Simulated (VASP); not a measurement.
# BN (P1) in VASP: notebook

The runs below take BN through single point, with PBE.

All numbers are computed with VASP 6.6.1; they aren't measurements. Logs are shortened: lines on timing, memory, paths and dates and some standing lists are left out, and cuts for length are marked.

## (1) The cell of the first run

The typed cell holds 4 atoms: a = 2.529 Å, b = 2.495 Å, c = 4.341 Å, α = 73.30°, β = 74.47°, γ = 60.45°.

## (2) Single point, PBE

Contents of INCAR:

```
SYSTEM = BN
ALGO     = Normal         ! electronic algorithm
EDIFF    = 1E-6           ! SCF threshold, eV
ENCUT    = 520            ! plane-wave cutoff, eV
GGA      = PE             ! functional
ISIF     = 2              ! what is computed and relaxed
ISMEAR   = 0              ! smearing method
LASPH    = .TRUE.         ! aspherical terms in the spheres
LCHARG   = .FALSE.        ! write CHGCAR
LREAL    = .FALSE.        ! projectors in reciprocal space
LWAVE    = .FALSE.        ! write WAVECAR
NBANDS   = 16             ! bands
NELM     = 80             ! most SCF steps
PREC     = Accurate       ! precision mode
SIGMA    = 0.05           ! smearing width, eV
```

Contents of KPOINTS:

```
k-points
0
G
  6 6 6
  0 0 0
```

Contents of POSCAR:

```
BN
1.0
    0.0000000000     -1.8123937734     -1.7640028597
   -1.7640028597      0.0000000000     -1.7640028597
    1.7640028597      1.8123937734     -3.5280057193
B N
2 2
Direct
   -0.0047981010      0.0213932330      0.0000000000
    0.5047981010      0.4786067670      0.5000000000
    0.3700897898      0.3968930928      0.8750000000
    0.8799102102      0.8531069072      0.3750000000
```

Potentials or basis: VASP PAW PBE potentials, release 64 (B, N).

Started as:

```bash
$ cat potpaw_PBE.64/B/POTCAR potpaw_PBE.64/N/POTCAR > POTCAR
$ mpirun -np 1 vasp_std > vasp.out
```

OUTCAR:

```text
SYSTEM = BN
   EDIFF = 1E-6
   ENCUT = 520
   GGA = PE
   ISIF = 2
   ISMEAR = 0
   LASPH = .TRUE.
   LREAL = .FALSE.
   NELM = 80
   PREC = Accurate

 ion  position               nearest neighbor table
   1  0.995  0.021  0.000-   3 1.54   3 1.54   3 1.54   4 1.54
   2  0.505  0.479  0.500-   4 1.54   4 1.54   4 1.54   3 1.55
   3  0.370  0.397  0.875-   1 1.54   1 1.54   1 1.54   2 1.55
   4  0.880  0.853  0.375-   2 1.54   2 1.54   2 1.54   1 1.54

  LATTYP: Found a base centered monoclinic cell.
 ALAT       =     4.4002837337
 B/A-ratio  =     0.5669354340
 C/A-ratio  =     1.0000000000
 COS(beta)  =    -0.3571684274

  Lattice vectors:

 A1 = (   1.7640028597,  -1.8123937734,   0.0000000000)
 A2 = (   0.0000000000,  -1.8123937734,  -1.7640028597)
 A3 = (   1.7640028597,   3.6247875468,  -1.7640028596)

Analysis of symmetry for initial positions (statically):
=====================================================================
 Subroutine PRICEL returns:
 Original cell was already a primitive cell.

 Routine SETGRP: Setting up the symmetry group for a
 base centered monoclinic supercell.

 Subroutine GETGRP returns: Found  1 space group operations
 (whereof  1 operations were pure point group operations)
 out of a pool of  4 trial point group operations.

The static configuration has the point symmetry C_1 .

Analysis of symmetry for dynamics (positions and initial velocities):
=====================================================================
 Subroutine PRICEL returns:
 Original cell was already a primitive cell.

 Routine SETGRP: Setting up the symmetry group for a
 base centered monoclinic supercell.

 Subroutine GETGRP returns: Found  1 space group operations
 (whereof  1 operations were pure point group operations)
 out of a pool of  4 trial point group operations.

The dynamic configuration has the point symmetry C_1 .

 Subroutine INISYM returns: Found  1 space group operations
 (whereof  1 operations are pure point group operations),
 and found     1 'primitive' translations

----------------------------------------------------------------------------------------

                                     Primitive cell

  volume of cell :      22.5585

  direct lattice vectors                    reciprocal lattice vectors
     0.000000000 -1.812393773 -1.764002860     0.141723126 -0.413817356 -0.141723126
    -1.764002860  0.000000000 -1.764002860    -0.425169379  0.137939119 -0.141723126
     1.764002860  1.812393773 -3.528005719     0.141723126  0.137939119 -0.141723126

  length of vectors
     2.529125793  2.494676768  4.340887194     0.459799623  0.468915393  0.243306575

  position of ions in fractional coordinates (direct lattice)
     0.995201899  0.021393233  0.000000000
     0.504798101  0.478606767  0.500000000
     0.370089790  0.396893093  0.875000000
     0.879910210  0.853106907  0.375000000

  ion indices of the primitive-cell ions
   primitive index   ion index
                 1           1
                 2           2
                 3           3
                 4           4

----------------------------------------------------------------------------------------

 KPOINTS: k-points

Automatic generation of k-mesh.
 Grid dimensions read from file:
 generate k-points for:    6    6    6

 Generating k-lattice:

  Cartesian coordinates                     Fractional coordinates (reciprocal lattice)
     0.023620521 -0.068969559 -0.023620521     0.166666667  0.000000000  0.000000000
    -0.070861563  0.022989853 -0.023620521     0.000000000  0.166666667  0.000000000
     0.023620521  0.022989853 -0.023620521     0.000000000  0.000000000  0.166666667

  Length of vectors
     0.076633271  0.078152565  0.040551096

  Shift w.r.t. Gamma in fractional coordinates (k-lattice)
     0.000000000  0.000000000  0.000000000

 Subroutine IBZKPT returns following result:
 ===========================================

 Found    112 irreducible k-points:

 Following reciprocal coordinates:
            Coordinates               Weight
  0.000000  0.000000  0.000000      1.000000
  0.166667  0.000000  0.000000      2.000000
  0.333333  0.000000  0.000000      2.000000
  0.500000  0.000000  0.000000      1.000000
 -0.000000  0.166667  0.000000      2.000000
  0.166667  0.166667  0.166667      2.000000
[... 16 lines left out ...]
  0.500000  0.333333  0.000000      2.000000
 -0.166667  0.333333  0.333333      2.000000
 [... further k-points ...]
   k-points           NKPTS =    112   k-points in BZ     NKDIM =    112   number of bands    NBANDS=     16
   number of dos      NEDOS =    301   number of ions     NIONS =      4
   total plane-waves  NPLWV =  12800
   dimension x,y,z NGX =    20 NGY =   20 NGZ =   32
   dimension x,y,z NGXF=    40 NGYF=   40 NGZF=   64
   ions per type =               2   2
   NGX,Y,Z   is equivalent  to a cutoff of  13.15, 13.33, 12.26 a.u.
   NGXF,Y,Z  is equivalent  to a cutoff of  26.29, 26.66, 24.51 a.u.
 SYSTEM =  BN
   PREC   = accura    normal or accurate (medium, high low for compatibility)
   ISTART =      0    job   : 0-new  1-cont  2-samecut
   ICHARG =      2    charge: 1-file 2-atom 10-const
   ISPIN  =      1    spin polarized calculation?
   LNONCOLLINEAR =      F non collinear calculations
   LSORBIT =      F    spin-orbit coupling
   LASPH  =      T    aspherical Exc in radial PAW
   ENCUT  =  520.0 eV  38.22 Ry    6.18 a.u.   4.70  4.64  8.07*2*pi/ulx,y,z
   NELM   =     80;   NELMIN=  2; NELMDL= -5     # of ELM steps
   EDIFF  = 0.1E-05   stopping-criterion for ELM
   LREAL  =      F    real-space projection
   EDIFFG = 0.1E-04   stopping-criterion for IOM
   NSW    =      0    number of steps for IOM
   IBRION =     -1    ionic relax: 0-MD 1-quasi-New 2-CG
   NFREE  =      0    steps in history (QN), initial steepest desc. (CG)
   ISIF   =      2    stress and relaxation
   ISYM   =      2    0-nonsym 1-usesym 2-fastsym
   POTIM  = 0.5000    time-step for ionic-motion
   TEBEG  =    0.0;   TEEND  =   0.0 temperature during run
   PSTRESS=    0.0 pullay stress
   NELECT =      16.0000    total number of electrons
   NUPDOWN=      -1.0000    fix difference up-down
   EMIN   =  10.00;   EMAX   =-10.00  energy-range for DOS
   EFERMI =   0.00;   METHOD = LEGACY
   ISMEAR =     0;   SIGMA  =   0.05  broadening in eV -4-tet -1-fermi 0-gaus
   EFERMI_NEDOS =   21; number of points for ismear=-14 and -15
   IALGO  =     38    algorithm
   IMIX   =      4    mixing-type and parameters
     AMIX     =   0.40;   BMIX     =  1.00
     AMIX_MAG =   1.60;   BMIX_MAG =  1.00
  volume/ion in A,a.u.               =       5.64        38.06
  Fermi-wavevector in a.u.,A,eV,Ry     =   1.459972  2.758947 29.001056  2.131517
  Thomas-Fermi vector in A             =   2.576476
   LORBIT       =      0    0 simple, 1 ext, 2 COOP (PROOUT), +10 PAW based schemes
   GGA     = PE    functional components
   LHFCALC =     F    Hartree Fock is set to
   AEXX    =    0.0000 exact exchange contribution
   IVDW    =     0    specifies the selected vdW correction
   LEPSILON=     F    determine dielectric tensor
   LRPA    =     F    only Hartree local field effects (RPA)
 non-spin polarized calculation
 Gauss-broadening in eV      SIGMA  =   0.05
  energy-cutoff  :      520.00
  volume of cell :       22.56
 maximum number of plane-waves:       621
   NGX =  9   NGY =  9   NGZ = 17

 number of electron      16.0000001 magnetization

 Free energy of the ion-electron system (eV)
  ---------------------------------------------------
  ext. energy  EPLUGINS =         0.00000000
  ---------------------------------------------------
  free energy    TOTEN  =       -34.73649788 eV

  energy without entropy =      -34.73649788  energy(sigma->0) =      -34.73649788

 E-fermi :   8.3501     XC(G=0): -13.0543

 val. band max:        8.0888829015   @ k =   0.0000   0.0000   0.0000
 cond. band min:      12.3198582273   @ k =  -0.0000   0.5000   0.5000
 fundamental gap:      4.2309753258
 Fermi energy:         8.3500620971

 k-point     1 :       0.0000    0.0000    0.0000
  band No.  band energies     occupation
      1     -12.7784      2.00000
      2      -8.3311      2.00000
      3      -3.1276      2.00000
      4       5.7471      2.00000
      5       6.1980      2.00000
      6       7.8059      2.00000
[... 8 lines left out ...]
     15      19.3538      0.00000
     16      23.7635      0.00000

 k-point     2 :       0.1667    0.0000    0.0000
  band No.  band energies     occupation
      1     -12.1568      2.00000
      2      -7.9485      2.00000
      3      -2.4419      2.00000
      4       3.4657      2.00000
      5       5.5292      2.00000
      6       5.6192      2.00000
[... 8 lines left out ...]
     15      20.9523      0.00000
     16      24.2439      0.00000

 k-point     3 :       0.3333    0.0000    0.0000
  band No.  band energies     occupation
      1     -10.3814      2.00000
      2      -7.1662      2.00000
      3      -0.8053      2.00000
      4       0.1016      2.00000
      5       1.7580      2.00000
      6       4.5436      2.00000
[... 8 lines left out ...]
     15      23.3340      0.00000
     16      24.5616      0.00000

 k-point     4 :       0.5000    0.0000    0.0000
  band No.  band energies     occupation
      1      -8.0371      2.00000
      2      -7.9496      2.00000
      3      -1.0613      2.00000
      4      -1.0243      2.00000
      5       2.3763      2.00000
      6       2.4637      2.00000
[... 8 lines left out ...]
     15      23.3809      0.00000
     16      23.4272      0.00000

 k-point     5 :      -0.0000    0.1667    0.0000
  band No.  band energies     occupation
      1     -12.1307      2.00000
      2      -7.9540      2.00000
      3      -2.3882      2.00000
      4       3.8226      2.00000
      5       5.1932      2.00000
      6       5.5999      2.00000
[... 8 lines left out ...]
     15      21.1791      0.00000
     16      24.2681      0.00000

 k-point     6 :       0.1667    0.1667    0.1667
  band No.  band energies     occupation
      1     -12.1306      2.00000
      2      -7.9547      2.00000
      3      -2.3874      2.00000
      4       3.8231      2.00000
      5       5.1901      2.00000
      6       5.6039      2.00000
[... 8 lines left out ...]
     15      21.2098      0.00000
     16      24.2803      0.00000
[... 267 lines left out ...]
 k-point    21 :       0.3333    0.3333    0.0000
  band No.  band energies     occupation
      1     -10.1350      2.00000
      2      -7.4128      2.00000
      3      -0.3655      2.00000
      4      -0.1257      2.00000
      5       1.7888      2.00000
      6       3.3564      2.00000
[... 8 lines left out ...]
     15      24.5115      0.00000
     16      25.3027      0.00000

 k-point    22 :      -0.0000    0.3333    0.3333
  band No.  band energies     occupation
      1     -10.1347      2.00000
      2      -7.4134      2.00000
      3      -0.3800      2.00000
      4      -0.1069      2.00000
      5       1.7869      2.00000
      6       3.3472      2.00000
[... 8 lines left out ...]
     15      24.4987      0.00000
     16      25.2980      0.00000

 k-point    23 :       0.5000    0.3333    0.0000
  band No.  band energies     occupation
      1      -8.6238      2.00000
      2      -6.8553      2.00000
      3      -1.7508      2.00000
      4      -0.5297      2.00000
      5       1.3018      2.00000
      6       2.6454      2.00000
[... 8 lines left out ...]
     15      24.9513      0.00000
     16      25.8238      0.00000

 k-point    24 :      -0.1667    0.3333    0.3333
  band No.  band energies     occupation
      1      -8.6226      2.00000
      2      -6.8573      2.00000
      3      -1.7508      2.00000
      4      -0.5301      2.00000
      5       1.2989      2.00000
      6       2.6524      2.00000
[... 8 lines left out ...]
     15      24.9240      0.00000
     16      25.8177      0.00000

 [... further k-points ...]
[... 5 lines left out ...]
  --------------------------------------------------------------------------------------
  -------------------------------------------------------------------------------------
  Total        3.9368893      1.5558078      4.0013041      0.0091648      0.0004899     -0.0176030
  in kB      279.6099760    110.4982523    284.1849103      0.6509092      0.0347911     -1.2502209
  external PRESSURE =     224.7643795 kB  Pullay stress =       0.0000000 kB

 VOLUME and BASIS-vectors are now :
 -----------------------------------------------------------------------------
  energy-cutoff  :      520.00
  volume of cell :       22.56
      direct lattice vectors                 reciprocal lattice vectors
     0.000000000 -1.812393773 -1.764002860     0.141723126 -0.413817356 -0.141723126
    -1.764002860  0.000000000 -1.764002860    -0.425169379  0.137939119 -0.141723126
     1.764002860  1.812393773 -3.528005719     0.141723126  0.137939119 -0.141723126

 POSITION                                       TOTAL-FORCE (eV/Angst)
 -----------------------------------------------------------------------------------
     -0.03774     -1.80370     -1.79328         0.347734     -0.078121      0.267495
      0.03774     -0.00870     -3.49873        -0.345215      0.089467     -0.275128
      0.84338      0.91510     -4.43997         0.460214     -0.120179      0.354035
     -0.84338     -0.91510     -4.38005        -0.462733      0.108833     -0.346403
 -----------------------------------------------------------------------------------
    total drift:                               -0.000047     -0.000061      0.000056

  FREE ENERGIE OF THE ION-ELECTRON SYSTEM (eV)
  ---------------------------------------------------
  free  energy   TOTEN  =       -34.7364978802 eV

  energy  without entropy=      -34.7364978802  energy(sigma->0) =      -34.73649788
```

It took 14 s on 1 thread of Intel Xeon 6975P-C (Granite Rapids), shared host; peak memory 0.15 GiB.

What came out:

* Free energy: -34.7365 eV
* Pressure: 22.5 GPa
* Largest force: 0.593 eV/Å
* Band gap on the k mesh: 4.23 eV

Forces in eV/Å, atoms in the order of the input:
```
B    0.348 -0.078  0.267
B   -0.345  0.089 -0.275
N    0.460 -0.120  0.354
N   -0.463  0.109 -0.346
```

Levels at points of the mesh, in eV from the valence-band top:
```
           k point  band 5  band 6  band 7  band 8  band 9  band 10  band 11  band 12
(0.00, 0.00, 0.00)   -1.89   -0.28   -0.04    0.00    8.81     8.87     9.09    10.20
(0.50, 0.00, 0.00)   -5.71   -5.63   -3.67   -3.66    7.89     7.94    13.43    13.66
(0.00, 0.50, 0.00)   -5.50   -5.11   -4.06   -4.03    7.32     7.54    12.58    13.64
(0.50, 0.50, 0.50)   -5.48   -5.17   -4.04   -4.02    7.35     7.53    12.62    13.59
(0.50, 0.50, 0.00)   -5.36   -5.34   -2.36   -1.90    4.24     9.14    10.15    11.00
(0.00, 0.50, 0.50)   -5.36   -5.34   -2.35   -1.90    4.23     9.08    10.17    11.02
(0.00, 0.00, 0.50)   -1.49   -1.46   -1.11   -1.07    9.66     9.75    10.21    10.31
(0.50, 0.00, 0.50)   -4.98   -4.95   -2.32   -1.96    4.75     9.85    10.15    11.01
```

Caveat: the k points lie up to 0.49 Å⁻¹ apart. PBE gaps usually lie below the measured ones, often by a third to a half.

## (3) Single point, PBE

This run uses another cell than the first one, of 5.80 Å³/atom, 1.028 times its volume.

Contents of INCAR:

```
SYSTEM = BN
  ALGO = Normal
  EDIFF = 1E-6
  ENCUT = 520
  GGA = PE
  ISIF = 2
  ISMEAR = 0
  LASPH = .True.
  LCHARG = .False.
  LREAL = .False.
  LWAVE = .False.
  NBANDS = 16
  NELM = 100
  PREC = Accurate
  SIGMA = 0.05
```

Contents of KPOINTS:

```
k-points
0
Gamma
  6 6 6
  0 0 0
```

Contents of POSCAR:

```
BN
1.0
    0.0000000000     -1.8123937734     -1.7882889362
   -1.7882889362      0.0000000000     -1.7882889362
    1.7882889362      1.8123937734     -3.5765778724
B N
2 2
Direct
   -0.0047981010      0.0213932330      0.0000000000
    0.5047981010      0.4786067670      0.5000000000
    0.3700897898      0.3968930928      0.8750000000
    0.8799102102      0.8531069072      0.3750000000
```

Potentials or basis: VASP PAW PBE potentials, release 64 (B, N).

Started as:

```bash
$ cat potpaw_PBE.64/B/POTCAR potpaw_PBE.64/N/POTCAR > POTCAR
$ mpirun -np 1 vasp_std > vasp.out
```

It took 19 s on 1 thread of Intel Xeon 6975P-C, shared host; peak memory 0.16 GiB.

It converged, with:

```
Free energy            : -34.8177 eV
Pressure               : 10.7 GPa
Largest force          : 0.605 eV/Å
Band gap on the k mesh : 4.33 eV
```

Forces on the atoms (eV/Å):
```
B    0.351 -0.078  0.273
B   -0.353  0.086 -0.276
N    0.470 -0.115  0.362
N   -0.469  0.106 -0.359
```

Stress tensor (GPa, compression positive):
```
13.00  0.10 -0.18
 0.10  5.54 -0.02
-0.18 -0.02 13.44
```

Levels at points of the mesh, in eV from the valence-band top:
```tsv
k point	band 4	band 5	band 6	band 7	band 8	band 9	band 10	band 11	band 12	band 13
(0.00, 0.00, 0.00)	-2.13	-1.91	-0.14	-0.04	0.00	8.75	8.81	8.93	10.26	10.42
(0.50, 0.00, 0.00)	-8.89	-5.43	-5.35	-3.64	-3.64	7.68	7.72	13.06	13.30	14.44
(0.00, 0.50, 0.00)	-8.89	-5.38	-5.02	-3.85	-3.82	7.35	7.56	12.50	13.57	14.28
(0.50, 0.50, 0.50)	-8.90	-5.36	-5.07	-3.83	-3.81	7.38	7.54	12.55	13.47	14.18
(0.50, 0.50, 0.00)	-9.03	-5.11	-5.09	-2.14	-1.91	4.34	9.14	10.17	10.80	10.84
(0.00, 0.50, 0.50)	-9.03	-5.11	-5.09	-2.13	-1.91	4.33	9.09	10.19	10.82	10.84
(0.00, 0.00, 0.50)	-5.59	-1.34	-1.32	-1.09	-1.06	9.53	9.57	10.11	10.25	10.79
(0.50, 0.00, 0.50)	-9.22	-4.93	-4.90	-2.10	-1.97	4.59	9.53	10.17	10.77	10.82
```

Caveat: the k points lie up to 0.48 Å⁻¹ apart.

## (4) Single point, PBE

This run uses another cell than the first one, of 5.80 Å³/atom, 1.028 times its volume.

Contents of INCAR:

```
SYSTEM = BN
PREC = Accurate
ENCUT = 520
EDIFF = 1E-7
ISMEAR = 0
SIGMA = 0.05
LREAL = .FALSE.
LASPH = .TRUE.
NELM = 80
ALGO = Normal
ISIF = 2
LWAVE = .FALSE.
LCHARG = .TRUE.
GGA = PE
LELF = .TRUE.
LVHAR = .TRUE.
NBANDS = 16
```

Contents of KPOINTS:

```
regular mesh
0
G
  6 6 6
  0 0 0
```

Contents of POSCAR:

```
BN
1.0
    0.0000000000     -1.8123937734     -1.7882889362
   -1.7882889362      0.0000000000     -1.7882889362
    1.7882889362      1.8123937734     -3.5765778724
B N
2 2
Direct
   -0.0015993670      0.0071310777      0.0000000000
    0.5015993670      0.4928689223      0.5000000000
    0.3733632633      0.3822976976      0.8750000000
    0.8766367367      0.8677023024      0.3750000000
```

Started as:

```bash
$ cat potpaw_PBE.64/B/POTCAR potpaw_PBE.64/N/POTCAR > POTCAR
$ mpirun -np 1 vasp_std > vasp.out
```

Wall time 22 s (1 thread of Intel Xeon 6975P-C, shared host); peak memory 0.16 GiB.

It converged, with:

```
Free energy            : -34.8645 eV
Pressure               : 10.7 GPa
Largest force          : 0.201 eV/Å
Band gap on the k mesh : 4.35 eV
```

Forces on the atoms (eV/Å):
```
B    0.116 -0.029  0.093
B   -0.120  0.026 -0.090
N    0.158 -0.035  0.118
N   -0.154  0.038 -0.121
```

Stress tensor (GPa, compression positive):
```
13.53 -0.03  0.02
-0.03  5.12  0.03
 0.02  0.03 13.58
```

Levels at points of the mesh, in eV from the valence-band top:
```csv
k point,band 5,band 6,band 7,band 8,band 9,band 10,band 11,band 12
"(0.00, 0.00, 0.00)",-1.91,-0.14,0.00,0.00,8.82,8.83,8.93,10.23
"(0.50, 0.00, 0.00)",-5.40,-5.37,-3.65,-3.65,7.71,7.73,13.33,13.41
"(0.00, 0.50, 0.00)",-5.28,-5.16,-3.83,-3.82,7.46,7.52,12.93,13.31
"(0.50, 0.50, 0.50)",-5.27,-5.18,-3.83,-3.82,7.46,7.52,12.96,13.28
"(0.50, 0.50, 0.00)",-5.10,-5.10,-2.13,-1.92,4.35,9.18,10.22,10.81
"(0.00, 0.50, 0.50)",-5.10,-5.10,-2.13,-1.91,4.35,9.17,10.22,10.81
"(0.00, 0.00, 0.50)",-1.29,-1.27,-1.12,-1.10,9.72,9.75,10.31,10.32
"(0.50, 0.00, 0.50)",-4.92,-4.92,-2.12,-1.92,4.59,9.51,10.21,10.81
```

Caveat: the k points lie up to 0.48 Å⁻¹ apart. A k mesh can miss the band edges.

[end of part 1 of 2]
